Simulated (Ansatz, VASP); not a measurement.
## One calculation of Fe, two programs

```xyz
1
Lattice="-1.4643 1.4643 1.3588 1.4643 -1.4643 1.3588 1.4643 1.4643 -1.3588" Properties=species:S:1:pos:R:3 pbc="T T T"
Fe    0.0000    0.0000    0.0000
```

Alike in both runs: task single point; functional PBE; k mesh 12 × 12 × 12; occupations gaussian, width 0.15 eV; collinear spin.

|  | VASP | Ansatz |
| --- | --- | --- |
| version | VASP 6.6.1 | Ansatz 0.2.0 |
| potentials or method | VASP PAW PBE potentials, release 64 (Fe), cutoff 520 eV | scalar-relativistic, plane waves, PAW |
| valence electrons in the cell | 8 | 16 |

Ansatz gave:

```
gap on the k mesh at the Fermi level (eV)                     : none
pressure (GPa)                                                : -3.8
traceless stress, the component that is largest in VASP (GPa) : 6.90
net moment per atom (μB)                                      : 2.24
size of the moment on the site where the two differ most (μB) : 2.28
```

Problem. Estimate VASP's values.

Solution. gap on the k mesh at the Fermi level (eV): none; pressure (GPa): -3.8; traceless stress, the component that is largest in VASP (GPa): 6.80; net moment per atom (μB): 2.27; size of the moment on the site where the two differ most (μB): 2.27.

Site moments also hang on the region over which each program counts them. A gap of «none» marks a metal or a gap that the smearing closes. With one functional, cell and mesh, what is left measures potentials, basis and numerics. VASP's potentials hold 8 valence electrons a cell and Ansatz's 16, so a difference there can come from the potentials and not from the codes.
